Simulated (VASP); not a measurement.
CdF2: single point with PBE

CdF2:

```
CELL_PARAMETERS angstrom
0.00000 2.74070 2.74070
2.74070 0.00000 2.74070
2.74070 2.74070 0.00000
ATOMIC_POSITIONS crystal
Cd 0.00000 0.00000 0.00000
F 0.25000 0.25000 0.25000
F 0.75000 0.75000 0.75000
```

```json
{
  "Program": "VASP 6.6.1",
  "Task": "single point",
  "Functional": "PBE",
  "Potentials or basis": "VASP PAW PBE potentials, release 64 (Cd, F)",
  "Cutoff": "520 eV",
  "k mesh": "12 × 12 × 12",
  "Occupations": "gaussian, width 0.05 eV",
  "Spin": "no spin polarisation"
}
```

The pressure is 0.5 GPa and the band gap on the k mesh is 2.89 eV, indirect (least direct gap 3.44 eV).

Levels at points of the mesh, in eV from the valence-band top:
| k point | band 11 | band 12 | band 13 | band 14 | band 15 | band 16 |
| --- | --- | --- | --- | --- | --- | --- |
| (0.00, 0.00, 0.00) | -0.56 | -0.56 | -0.56 | 2.89 | 12.45 | 12.45 |
| (0.50, 0.00, 0.00) | -1.65 | -0.43 | -0.43 | 6.78 | 8.98 | 14.05 |
| (0.50, 0.50, 0.00) | -0.41 | -0.08 | -0.08 | 7.58 | 9.37 | 11.81 |

It took 29 s on 1 thread of Intel(R) Xeon(R) 6975P-C (Granite Rapids), on a shared host, peak memory 0.19 GiB.

A k mesh can miss the band edges. PBE gaps usually lie below the measured ones, often by a third to a half.
